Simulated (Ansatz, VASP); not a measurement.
**Two plane-wave programs on Si3N4**

```
CELL_PARAMETERS angstrom
0.00000 3.71046 3.71046
3.71046 0.00000 3.71046
3.71046 3.71046 0.00000
ATOMIC_POSITIONS crystal
Si 0.12500 0.12500 0.62500
Si 0.12500 0.62500 0.12500
Si 0.62500 0.12500 0.12500
Si 0.12500 0.12500 0.12500
Si 0.75000 0.75000 0.75000
Si 0.50000 0.50000 0.50000
N 0.36815 0.36815 0.36815
N 0.35445 0.88185 0.88185
N 0.88185 0.88185 0.35445
N 0.88185 0.35445 0.88185
N 0.36815 0.36815 0.89555
N 0.36815 0.89555 0.36815
N 0.88185 0.88185 0.88185
N 0.89555 0.36815 0.36815
```

Alike in both runs: functional PBEsol; k mesh 6 × 6 × 6; occupations gaussian, width 0.02 eV; no spin polarisation.

Ansatz relaxed the structure, and its values are those at the end. VASP's run is a single point on that final structure, the one shown.

|  | VASP | Ansatz |
| --- | --- | --- |
| version | VASP 6.6.1 | Ansatz 0.2.0 |
| potentials or method | VASP PAW PBE potentials, release 64 (Si, N), cutoff 520 eV | scalar-relativistic, plane waves, PAW |
| valence electrons in the cell | 64 | 64 |

```csv
,VASP,Ansatz,Ansatz less VASP
gap on the k mesh at the Fermi level (eV),3.78,3.79,+0.012
least direct gap on the mesh (eV),3.78,3.79,+0.012
rms of the force components (eV/Å),0.005,0.000,-0.0045
```

VASP's potentials were made for PBE, not for PBEsol. Ansatz's warnings: stress scf threshold loose.
